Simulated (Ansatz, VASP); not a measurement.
Two plane-wave programs on As

Contents of INCAR:

```
SYSTEM = As
ALGO = Normal
EDIFF = 1E-6
ENCUT = 520
GGA = RE
ISIF = 2
ISMEAR = -1
LASPH = .TRUE.
LCHARG = .TRUE.
LELF = .TRUE.
LREAL = .FALSE.
LVHAR = .TRUE.
LWAVE = .FALSE.
NBANDS = 18
NELM = 80
PREC = Accurate
SIGMA = 0.1
```

Contents of KPOINTS:

```
k-points
0
G
  14 14 4
  0 0 0
```

File POSCAR:

```
As
1.0
    2.9490634346      0.0000000000      0.0000000000
   -1.4745317173      2.5539638517      0.0000000000
    0.0000000000      0.0000000000      9.9809421006
As
4
Direct
    0.0000000000      0.0000000000      0.0000000000
    0.0000000000      0.0000000000      0.5000000000
    0.3333333333      0.6666666667      0.2500000000
    0.6666666667      0.3333333333      0.7500000000
```

Input for Ansatz:

```yaml
crystal:
  lattice:
    - [2.9490634346, 0.0, 0.0]
    - [-1.4745317173, 2.5539638517, 0.0]
    - [0.0, 0.0, 9.9809421006]
  atoms:
    - { symbol: As, position: [0.0, 0.0, 0.0] }
    - { symbol: As, position: [0.0, 0.0, 0.5] }
    - { symbol: As, position: [0.3333333333, 0.6666666667, 0.25] }
    - { symbol: As, position: [0.6666666667, 0.3333333333, 0.75] }
hamiltonian:
  xc: revpbe
  pseudopotentials:
    kind: paw
    azcp:
      As: "pseudopotentials/As.paw.azcp"
basis:
  ecutwfc: 420
  fft_grid_basis: typed
kpoints:
  mp_grid: { grid: [14, 14, 4], shift: [0, 0, 0] }
magnetization:
  spin_polarized: false
scf:
  occupations: { method: fermi_dirac, width: 0.1 }
  lower_state_search: "off"
output:
  stress: true
  write_density: true
  write_potential: true
  elf: true
  volumetric_format: npy
```

Alike in both runs: task single point; functional revPBE; k mesh 14 × 14 × 4; occupations fermi-dirac, width 0.1 eV; no spin polarisation.

|  | VASP | Ansatz |
| --- | --- | --- |
| version | VASP 6.6.1 | Ansatz 0.2.0 |
| potentials or method | VASP PAW PBE potentials, release 64 (As), cutoff 520 eV | plane waves (420 eV) with PAW, scalar-relativistic |
| valence electrons in the cell | 20 | 60 |

Ansatz gave:

* pressure (GPa): 3.3
* traceless stress, the component that is largest in VASP (GPa): 0.45

Which values does VASP return?

Pressure (GPa): 3.3; traceless stress, the component that is largest in VASP (GPa): 0.44.

VASP's potentials were made for PBE, not for revPBE. VASP's potentials hold 20 valence electrons a cell and Ansatz's 60, so a difference there can come from the potentials and not from the codes.
